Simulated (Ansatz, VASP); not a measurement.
# Cu2Pb: VASP beside Ansatz

```
Cu Pb
1.0
     3.61346    0.00000    0.00000
     0.00000    6.20413    0.00000
     0.00000    0.00000    5.23161
Cu Pb
4 2
Direct
  0.00000 0.79991 0.35134
  0.00000 0.20009 0.35134
  0.50000 0.29991 0.64866
  0.50000 0.70009 0.64866
  0.00000 0.00000 0.86509
  0.50000 0.50000 0.13491
```

Change from the starting cell: species swapped into the B2Ru type (Pmmn, No. 59).

Alike in both runs: functional PBE; k mesh 6 × 4 × 4; occupations gaussian, width 0.1 eV; no spin polarisation.

Ansatz relaxed the structure, and its values are those at the end. VASP's run is a single point on that final structure, the one shown.

|  | VASP | Ansatz |
| --- | --- | --- |
| version | VASP 6.6.1 | Ansatz 0.2.0 |
| potentials or method | VASP PAW PBE potentials, release 64 (Cu, Pb_d), cutoff 520 eV | scalar-relativistic, plane waves, PAW |
| valence electrons in the cell | 72 | 104 |

|  | VASP | Ansatz | Ansatz less VASP |
| --- | --- | --- | --- |
| gap on the k mesh at the Fermi level (eV) | none | none | - |
| pressure (GPa) | -0.3 | -0.1 | +0.16 |
| rms of the force components (eV/Å) | 0.021 | 0.020 | -0.0008 |

A gap of «none» marks a metal or a gap that the smearing closes. VASP's potentials hold 72 valence electrons a cell and Ansatz's 104, so a difference there can come from the potentials and not from the codes.

Spin-orbit coupling is off throughout.
